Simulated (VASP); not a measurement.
# PtSe2 (P-3m1) in VASP: notebook

Runs on PtSe2. Level: PBE. Tasks: single point.

All numbers are computed with VASP 6.6.1; they aren't measurements. Logs are shortened: lines on timing, memory, paths and dates and some standing lists are left out, and cuts for length are marked.

**1. The cell of the first run**

Symmetry: P-3m1, No. 164, trigonal system. The conventional cell has a = 3.752 Å, b = 3.752 Å, c = 6.135 Å, α = 90.00°, β = 90.00°, γ = 120.00°. Within 3.3 Å of Pt (site symmetry -3m) lie 6 Se at 2.49 Å. Within 3.3 Å of Se (site symmetry 3m) lie 3 Pt at 2.49 Å and 3 Se at 3.27 Å.

**2. Single point, PBE (strain -0.0600 x Voigt [0, 0, 1, 0, 0, 0])**

Contents of INCAR:

```
PREC = Accurate
ENCUT = 520
EDIFF = 1E-6
ISMEAR = 0
SIGMA = 0.05
LREAL = F
LASPH = T
NELM = 100
ALGO = Normal
ISIF = 2
LWAVE = F
LCHARG = F
GGA = PE
NBANDS = 18
```

Contents of KPOINTS:

```
regular mesh
0
Gamma
  12 12 4
```

Contents of POSCAR:

```
PtSe2
1.0
    3.7516620337      0.0000000000      0.0000000000
   -1.8758310169      3.2490346276      0.0000000000
    0.0000000000      0.0000000000      6.1352658352
Pt Se
1 2
Direct
    0.0000000000      0.0000000000      0.0000000000
    0.3333333333      0.6666666667      0.2001869949
    0.6666666667      0.3333333333      0.7998130051
```

Potentials or basis: VASP PAW PBE potentials, release 64 (Pt, Se).

Command:

```sh
$ cat potpaw_PBE.64/Pt/POTCAR potpaw_PBE.64/Se/POTCAR > POTCAR
$ mpirun -np 1 vasp_std > vasp.out
```

OUTCAR:

```text
PREC = Accurate
   ENCUT = 520
   EDIFF = 1E-6
   ISMEAR = 0
   LREAL = F
   LASPH = T
   NELM = 100
   ISIF = 2
   GGA = PE

 ion  position               nearest neighbor table
   1  0.000  0.000  0.000-   2 2.49   3 2.49   3 2.49   2 2.49   3 2.49   2 2.49
   2  0.333  0.667  0.200-   1 2.49   1 2.49   1 2.49
   3  0.667  0.333  0.800-   1 2.49   1 2.49   1 2.49

  LATTYP: Found a hexagonal cell.
 ALAT       =     3.7516620337
 C/A-ratio  =     1.6353460893

  Lattice vectors:

 A1 = (   3.7516620337,   0.0000000000,   0.0000000000)
 A2 = (  -1.8758310169,   3.2490346276,   0.0000000000)
 A3 = (   0.0000000000,   0.0000000000,   6.1352658352)

Analysis of symmetry for initial positions (statically):
=====================================================================
 Subroutine PRICEL returns:
 Original cell was already a primitive cell.

 Routine SETGRP: Setting up the symmetry group for a
 hexagonal supercell.

 Subroutine GETGRP returns: Found 12 space group operations
 (whereof 12 operations were pure point group operations)
 out of a pool of 24 trial point group operations.

The static configuration has the point symmetry D_3d.

Analysis of symmetry for dynamics (positions and initial velocities):
=====================================================================
 Subroutine PRICEL returns:
 Original cell was already a primitive cell.

 Routine SETGRP: Setting up the symmetry group for a
 hexagonal supercell.

 Subroutine GETGRP returns: Found 12 space group operations
 (whereof 12 operations were pure point group operations)
 out of a pool of 24 trial point group operations.

The dynamic configuration has the point symmetry D_3d.

 Subroutine INISYM returns: Found 12 space group operations
 (whereof 12 operations are pure point group operations),
 and found     1 'primitive' translations

----------------------------------------------------------------------------------------

                                     Primitive cell

  volume of cell :      74.7845

  direct lattice vectors                    reciprocal lattice vectors
     3.751662034  0.000000000  0.000000000     0.266548530  0.153891866  0.000000000
    -1.875831017  3.249034628  0.000000000     0.000000000  0.307783731  0.000000000
     0.000000000  0.000000000  6.135265835     0.000000000  0.000000000  0.162992122

  length of vectors
     3.751662034  3.751662034  6.135265835     0.307783731  0.307783731  0.162992122

  position of ions in fractional coordinates (direct lattice)
     0.000000000  0.000000000  0.000000000
     0.333333333  0.666666667  0.200186995
     0.666666667  0.333333333  0.799813005

  ion indices of the primitive-cell ions
   primitive index   ion index
                 1           1
                 2           2
                 3           3

----------------------------------------------------------------------------------------

 KPOINTS: regular mesh

Automatic generation of k-mesh.
 Grid dimensions read from file:
 generate k-points for:   12   12    4

 Generating k-lattice:

  Cartesian coordinates                     Fractional coordinates (reciprocal lattice)
     0.022212377  0.012824322  0.000000000     0.083333333 -0.000000000  0.000000000
     0.000000000  0.025648644  0.000000000     0.000000000  0.083333333  0.000000000
     0.000000000  0.000000000  0.040748031     0.000000000  0.000000000  0.250000000

  Length of vectors
     0.025648644  0.025648644  0.040748031

  Shift w.r.t. Gamma in fractional coordinates (k-lattice)
     0.000000000  0.000000000  0.000000000

 Subroutine IBZKPT returns following result:
 ===========================================

 Found     69 irreducible k-points:

 Following reciprocal coordinates:
            Coordinates               Weight
  0.000000  0.000000  0.000000      1.000000
  0.083333  0.000000  0.000000      6.000000
  0.166667  0.000000  0.000000      6.000000
  0.250000  0.000000  0.000000      6.000000
  0.333333  0.000000  0.000000      6.000000
  0.416667  0.000000  0.000000      6.000000
[... 42 lines left out ...]
  free energy    TOTEN  =       -14.23047745 eV

  energy without entropy =      -14.23047745  energy(sigma->0) =      -14.23047745

 E-fermi :   4.1121     XC(G=0):  -9.2761

 val. band max:        3.8335868280   @ k =   0.1667   0.0000   0.0000
 cond. band min:       4.4875881945   @ k =   0.0000   0.2500   0.2500
 fundamental gap:      0.6540013665
 Fermi energy:         4.1120848856

 k-point     1 :       0.0000    0.0000    0.0000
  band No.  band energies     occupation
      1     -10.9697      2.00000
      2      -8.7154      2.00000
      3      -2.1326      2.00000
      4      -2.1326      2.00000
      5      -1.9764      2.00000
      6       0.3588      2.00000
[... 10 lines left out ...]
     17      11.5499      0.00000
     18      13.1512      0.00000

 k-point     2 :       0.0833    0.0000    0.0000
  band No.  band energies     occupation
      1     -10.8930      2.00000
      2      -8.7365      2.00000
      3      -2.1115      2.00000
      4      -2.0812      2.00000
      5      -1.9016      2.00000
      6       0.2546      2.00000
[... 10 lines left out ...]
     17      11.8531      0.00000
     18      13.3606      0.00000

 k-point     3 :       0.1667    0.0000    0.0000
  band No.  band energies     occupation
      1     -10.6717      2.00000
      2      -8.7955      2.00000
      3      -2.0455      2.00000
      4      -1.9398      2.00000
      5      -1.6878      2.00000
      6      -0.1111      2.00000
[... 10 lines left out ...]
     17      12.5894      0.00000
     18      13.3029      0.00000

 k-point     4 :       0.2500    0.0000    0.0000
  band No.  band energies     occupation
      1     -10.3349      2.00000
      2      -8.8817      2.00000
      3      -1.9735      2.00000
      4      -1.7512      2.00000
      5      -1.4092      2.00000
      6      -0.6624      2.00000
[... 375 lines left out ...]
      4      -2.0811      2.00000
      5      -1.6822      2.00000
      6       0.2505      2.00000
[... 10 lines left out ...]
     17      11.8711      0.00000
     18      12.2905      0.00000

 k-point    23 :       0.1667    0.0000    0.2500
  band No.  band energies     occupation
      1     -10.6427      2.00000
      2      -8.8547      2.00000
      3      -2.0851      2.00000
      4      -1.9353      2.00000
      5      -1.5012      2.00000
      6      -0.1010      2.00000
[... 10 lines left out ...]
     17      12.4405      0.00000
     18      12.8302      0.00000

 k-point    24 :       0.0000    0.1667    0.2500
  band No.  band energies     occupation
      1     -10.6442      2.00000
      2      -8.8507      2.00000
      3      -2.1185      2.00000
      4      -1.9421      2.00000
      5      -1.4733      2.00000
      6      -0.1228      2.00000
[... 10 lines left out ...]
     17      12.1995      0.00000
     18      12.7105      0.00000

 [... further k-points ...]

------------------------ aborting loop because EDIFF is reached ----------------------------------------

  FORCE on cell =-STRESS in cart. coord.  units (eV):
  Direction    XX          YY          ZZ          XY          YZ          ZX
  --------------------------------------------------------------------------------------
  -------------------------------------------------------------------------------------
  Total        2.0613504      2.0613504      2.3119745     -0.0000000      0.0000000     -0.0000000
  in kB       44.1622283     44.1622283     49.5315803     -0.0000000      0.0000000     -0.0000000
  external PRESSURE =      45.9520123 kB  Pullay stress =       0.0000000 kB

 VOLUME and BASIS-vectors are now :
 -----------------------------------------------------------------------------
  energy-cutoff  :      520.00
  volume of cell :       74.78
      direct lattice vectors                 reciprocal lattice vectors
     3.751662034  0.000000000  0.000000000     0.266548530  0.153891866  0.000000000
    -1.875831017  3.249034628  0.000000000     0.000000000  0.307783731  0.000000000
     0.000000000  0.000000000  6.135265835     0.000000000  0.000000000  0.162992122

 POSITION                                       TOTAL-FORCE (eV/Angst)
 -----------------------------------------------------------------------------------
      0.00000      0.00000      0.00000         0.000000      0.000000      0.000000
     -0.00000      2.16602      1.22820         0.000000     -0.000000      0.924292
      1.87583      1.08301      4.90707        -0.000000      0.000000     -0.924292
 -----------------------------------------------------------------------------------
    total drift:                                0.000000     -0.000000     -0.000000

  FREE ENERGIE OF THE ION-ELECTRON SYSTEM (eV)
  ---------------------------------------------------
  free  energy   TOTEN  =       -14.2304774507 eV

  energy  without entropy=      -14.2304774507  energy(sigma->0) =      -14.23047745
```

Run time: 2 min. Hardware: 1 thread of Intel Xeon 8259CL, shared host; peak memory 0.25 GiB.

Results:

```
Free energy            : -14.2305 eV
Pressure               : 4.6 GPa
Largest force          : 0.924 eV/Å
Band gap on the k mesh : 0.65 eV, indirect (least direct gap 0.80 eV)
```

Forces in eV/Å, atoms in the order of the input:
```
Pt   0.000  0.000  0.000
Se   0.000  0.000  0.924
Se   0.000  0.000 -0.924
```

Levels at points of the mesh, in eV from the valence-band top:
| k point | band 8 | band 9 | band 10 | band 11 | band 12 | band 13 | band 14 | band 15 |
| --- | --- | --- | --- | --- | --- | --- | --- | --- |
| (0.00, 0.00, 0.00) | -1.74 | -0.60 | -0.60 | -0.27 | 2.57 | 2.57 | 4.21 | 4.92 |
| (0.50, 0.00, 0.00) | -2.92 | -2.67 | -2.40 | -2.09 | 1.78 | 2.54 | 4.63 | 5.93 |
| (0.00, 0.00, 0.50) | -1.62 | -1.35 | -0.64 | -0.64 | 2.68 | 2.68 | 4.98 | 5.92 |
| (0.50, 0.00, 0.50) | -2.94 | -2.60 | -2.53 | -1.44 | 2.02 | 2.30 | 4.45 | 5.54 |

Caveat: the cell differs from its parent crystal (strain -0.0600 x Voigt [0, 0, 1, 0, 0, 0]); spin-orbit coupling is left out, which moves the levels of the heavy elements; this functional lacks dispersion, which binds the layers, so the pressure and a relaxed spacing across them are unreliable.

**3. Single point, PBE (strain -0.0450 x Voigt [0, 0, 1, 0, 0, 0])**

Contents of INCAR:

```
ALGO     = Normal         # electronic algorithm
EDIFF    = 1E-6           # SCF threshold, eV
ENCUT    = 520            # plane-wave cutoff, eV
GGA      = PE             # functional
ISIF     = 2              # what is computed and relaxed
ISMEAR   = 0              # smearing method
LASPH    = T              # aspherical terms in the spheres
LCHARG   = F              # write CHGCAR
LREAL    = F              # projectors in reciprocal space
LWAVE    = F              # write WAVECAR
NBANDS   = 18             # bands
NELM     = 80             # most SCF steps
PREC     = Accurate       # precision mode
SIGMA    = 0.05           # smearing width, eV
```

Contents of KPOINTS:

```
k-points
0
Gamma
  12 12 4
```

Changes to POSCAR since step 2:

```diff
@@ -4,3 +4,3 @@
    -1.8758310169      3.2490346276      0.0000000000
-    0.0000000000      0.0000000000      6.1352658352
+    0.0000000000      0.0000000000      6.2331690134
 Pt Se
```

Potentials or basis: VASP PAW PBE potentials, release 64 (Pt, Se).

Command:

```sh
$ cat potpaw_PBE.64/Pt/POTCAR potpaw_PBE.64/Se/POTCAR > POTCAR
$ mpirun -np 1 vasp_std > vasp.out
```

Wall time 2 min (1 thread of Intel Xeon 8259CL, shared host); peak memory 0.25 GiB.

Results (log left out):

```
Free energy            : -14.2627 eV
Pressure               : 3.3 GPa
Largest force          : 0.684 eV/Å
Band gap on the k mesh : 0.71 eV, indirect (least direct gap 0.87 eV)
```

Forces on the atoms (eV/Å):
```
Pt   0.000  0.000  0.000
Se   0.000  0.000  0.684
Se   0.000  0.000 -0.684
```

Stress tensor (GPa, compression positive):
```
3.16 0.00 0.00
0.00 3.16 0.00
0.00 0.00 3.66
```

Levels at points of the mesh, in eV from the valence-band top:
```csv
k point,band 8,band 9,band 10,band 11,band 12,band 13,band 14,band 15
"(0.00, 0.00, 0.00)",-1.70,-0.51,-0.51,-0.25,2.59,2.59,4.20,4.99
"(0.50, 0.00, 0.00)",-2.80,-2.52,-2.35,-2.03,1.83,2.53,4.64,5.96
"(0.00, 0.00, 0.50)",-1.54,-1.33,-0.55,-0.55,2.69,2.69,5.05,5.90
"(0.50, 0.00, 0.50)",-2.82,-2.46,-2.45,-1.42,2.06,2.32,4.44,5.59
```

Caveat: the cell differs from its parent crystal (strain -0.0450 x Voigt [0, 0, 1, 0, 0, 0]); spin-orbit coupling is left out, which moves the levels of the heavy elements; this functional lacks dispersion, which binds the layers, so the pressure and a relaxed spacing across them are unreliable.

**4. Single point, PBE (strain -0.0300 x Voigt [0, 0, 1, 0, 0, 0])**

Contents of INCAR:

```
SYSTEM = PtSe2
PREC = Accurate ; ENCUT = 520
EDIFF = 1E-7 ; ISMEAR = 0
SIGMA = 0.05 ; LREAL = .False.
LASPH = .True. ; NELM = 80
ALGO = Normal ; ISIF = 2
LWAVE = .False. ; LCHARG = .True.
GGA = PE ; LELF = .True.
LVHAR = .True. ; NBANDS = 18
```

Contents of KPOINTS:

```
regular mesh
0
Gamma
  12 12 4
  0 0 0
```

Changes to POSCAR since step 3:

```diff
@@ -4,3 +4,3 @@
    -1.8758310169      3.2490346276      0.0000000000
-    0.0000000000      0.0000000000      6.2331690134
+    0.0000000000      0.0000000000      6.3310721917
 Pt Se
```

Command:

```sh
$ cat potpaw_PBE.64/Pt/POTCAR potpaw_PBE.64/Se/POTCAR > POTCAR
$ mpirun -np 1 vasp_std > vasp.out
```

Run time: 2.3 min. Hardware: 1 thread of Intel Xeon 8259CL, shared host; peak memory 0.25 GiB.

It converged, with:

| Property | Result |
| --- | --- |
| Free energy | -14.2853 eV |
| Pressure | 2.1 GPa |
| Largest force | 0.449 eV/Å |
| Band gap on the k mesh | 0.77 eV, indirect (least direct gap 0.93 eV) |

Forces in eV/Å, atoms in the order of the input:
```
Pt   0.000  0.000  0.000
Se   0.000  0.000  0.449
Se   0.000  0.000 -0.449
```

Stress tensor (GPa, compression positive):
```
1.99 0.00 0.00
0.00 1.99 0.00
0.00 0.00 2.39
```

Levels at points of the mesh, in eV from the valence-band top:
| k point | band 8 | band 9 | band 10 | band 11 | band 12 | band 13 | band 14 | band 15 |
| --- | --- | --- | --- | --- | --- | --- | --- | --- |
| (0.00, 0.00, 0.00) | -1.66 | -0.42 | -0.42 | -0.24 | 2.61 | 2.61 | 4.20 | 5.06 |
| (0.50, 0.00, 0.00) | -2.68 | -2.37 | -2.29 | -1.96 | 1.88 | 2.53 | 4.66 | 5.99 |
| (0.00, 0.00, 0.50) | -1.46 | -1.32 | -0.46 | -0.46 | 2.70 | 2.70 | 5.13 | 5.88 |
| (0.50, 0.00, 0.50) | -2.71 | -2.38 | -2.31 | -1.41 | 2.10 | 2.34 | 4.42 | 5.64 |

Caveat: the cell differs from its parent crystal (strain -0.0300 x Voigt [0, 0, 1, 0, 0, 0]); spin-orbit coupling is left out, which moves the levels of the heavy elements; this functional lacks dispersion, which binds the layers, so the pressure and a relaxed spacing across them are unreliable.

**5. Single point, PBE (strain -0.0150 x Voigt [0, 0, 1, 0, 0, 0])**

Contents of INCAR:

```
PREC = Accurate
ENCUT = 520
EDIFF = 1E-7
ISMEAR = 0
SIGMA = 0.05
LREAL = False
LASPH = True
NELM = 60
ALGO = Normal
ISIF = 2
LWAVE = False
LCHARG = True
GGA = PE
LELF = True
LVHAR = True
NBANDS = 18
```

Contents of KPOINTS:

```
regular mesh
0
Gamma
  12 12 4
```

Changes to POSCAR since step 4:

```diff
@@ -4,3 +4,3 @@
    -1.8758310169      3.2490346276      0.0000000000
-    0.0000000000      0.0000000000      6.3310721917
+    0.0000000000      0.0000000000      6.4289753699
 Pt Se
```

Command:

```sh
$ cat potpaw_PBE.64/Pt/POTCAR potpaw_PBE.64/Se/POTCAR > POTCAR
$ mpirun -np 1 vasp_std > vasp.out
```

It took 2.2 min on 1 thread of Intel Xeon 8259CL, shared host; peak memory 0.25 GiB.

The run converged. Its results:

```
Free energy            : -14.2987 eV
Pressure               : 1.0 GPa
Largest force          : 0.220 eV/Å
Band gap on the k mesh : 0.83 eV, indirect (least direct gap 0.98 eV)
```

Forces on the atoms (eV/Å):
```
Pt   0.000  0.000  0.000
Se   0.000  0.000  0.220
Se   0.000  0.000 -0.220
```

Stress tensor (GPa, compression positive):
```
0.92 0.00 0.00
0.00 0.92 0.00
0.00 0.00 1.16
```

Levels at points of the mesh, in eV from the valence-band top:
```csv
k point,band 9,band 10,band 11,band 12,band 13,band 14
"(0.00, 0.00, 0.00)",-0.34,-0.34,-0.23,2.63,2.63,4.19
"(0.50, 0.00, 0.00)",-2.23,-2.22,-1.90,1.92,2.52,4.67
"(0.00, 0.00, 0.50)",-1.31,-0.37,-0.37,2.71,2.71,5.20
"(0.50, 0.00, 0.50)",-2.30,-2.17,-1.39,2.13,2.35,4.41
```

Caveat: the cell differs from its parent crystal (strain -0.0150 x Voigt [0, 0, 1, 0, 0, 0]); spin-orbit coupling is left out, which moves the levels of the heavy elements; this functional lacks dispersion, which binds the layers, so the pressure and a relaxed spacing across them are unreliable. A k mesh can miss the band edges.

**6. Single point, PBE (strain +0.0150 x Voigt [0, 0, 1, 0, 0, 0])**

Contents of INCAR:

```
  ALGO = Normal
  EDIFF = 1E-6
  ENCUT = 520
  GGA = PE
  ISIF = 2
  ISMEAR = 0
  LASPH = T
  LCHARG = F
  LREAL = F
  LWAVE = F
  NBANDS = 18
  NELM = 60
  PREC = Accurate
  SIGMA = 0.05
```

Contents of KPOINTS:

```
k-points
0
Gamma
  12 12 4
```

Changes to POSCAR since step 5:

```diff
@@ -4,3 +4,3 @@
    -1.8758310169      3.2490346276      0.0000000000
-    0.0000000000      0.0000000000      6.4289753699
+    0.0000000000      0.0000000000      6.6247817263
 Pt Se
```

Potentials or basis: VASP PAW PBE potentials, release 64 (Pt, Se).

Command:

```sh
$ cat potpaw_PBE.64/Pt/POTCAR potpaw_PBE.64/Se/POTCAR > POTCAR
$ mpirun -np 1 vasp_std > vasp.out
```

Wall time 1.9 min (1 thread of Intel Xeon 8259CL, shared host); peak memory 0.25 GiB.

Results (log left out):

* Free energy: -14.2987 eV
* Pressure: -1.0 GPa
* Largest force: 0.217 eV/Å
* Band gap on the k mesh: 0.94 eV, indirect (least direct gap 1.09 eV)

Forces in eV/Å, atoms in the order of the input:
```
Pt   0.000  0.000  0.000
Se   0.000  0.000 -0.217
Se   0.000  0.000  0.217
```

Stress tensor (GPa, compression positive):
```
-0.95  0.00  0.00
 0.00 -0.95  0.00
 0.00  0.00 -1.18
```

Levels at points of the mesh, in eV from the valence-band top:
| k point | band 8 | band 9 | band 10 | band 11 | band 12 | band 13 | band 14 | band 15 |
| --- | --- | --- | --- | --- | --- | --- | --- | --- |
| (0.00, 0.00, 0.00) | -1.55 | -0.21 | -0.17 | -0.17 | 2.66 | 2.66 | 4.17 | 5.29 |
| (0.50, 0.00, 0.00) | -2.39 | -2.05 | -1.95 | -1.77 | 2.00 | 2.51 | 4.68 | 6.09 |
| (0.00, 0.00, 0.50) | -1.28 | -1.26 | -0.20 | -0.20 | 2.72 | 2.72 | 5.36 | 5.80 |
| (0.50, 0.00, 0.50) | -2.40 | -2.10 | -1.90 | -1.34 | 2.19 | 2.38 | 4.39 | 5.78 |

Caveat: the cell differs from its parent crystal (strain +0.0150 x Voigt [0, 0, 1, 0, 0, 0]); spin-orbit coupling is left out, which moves the levels of the heavy elements; this functional lacks dispersion, which binds the layers, so the pressure and a relaxed spacing across them are unreliable. A k mesh can miss the band edges.

**7. Summary**

```csv
cell,gap on the mesh (eV),pressure (GPa),largest force (eV/Å)
"a = 3.752, b = 3.752, c = 6.135 Å, angles 90.0, 90.0, 120.0°, 3 atoms",0.65,4.6,0.92
"a = 3.752, b = 3.752, c = 6.233 Å, angles 90.0, 90.0, 120.0°, 3 atoms",0.71,3.3,0.68
"a = 3.752, b = 3.752, c = 6.331 Å, angles 90.0, 90.0, 120.0°, 3 atoms",0.77,2.1,0.45
"a = 3.752, b = 3.752, c = 6.429 Å, angles 90.0, 90.0, 120.0°, 3 atoms",0.83,1.0,0.22
"a = 3.752, b = 3.752, c = 6.625 Å, angles 90.0, 90.0, 120.0°, 3 atoms",0.94,-1.0,0.22
```

Alike in all rows: task single point; level PBE; potentials or basis VASP PAW PBE potentials, release 64 (Pt, Se); no spin polarisation; k mesh 12 × 12 × 4; cutoff (eV) 520; smearing gaussian 0.05 eV.

Caveats: spin-orbit coupling is left out, which moves the levels of the heavy elements; this functional lacks dispersion, which binds the layers, so the pressure and a relaxed spacing across them are unreliable.

Absolute energies hang on the potentials; compare differences alone.
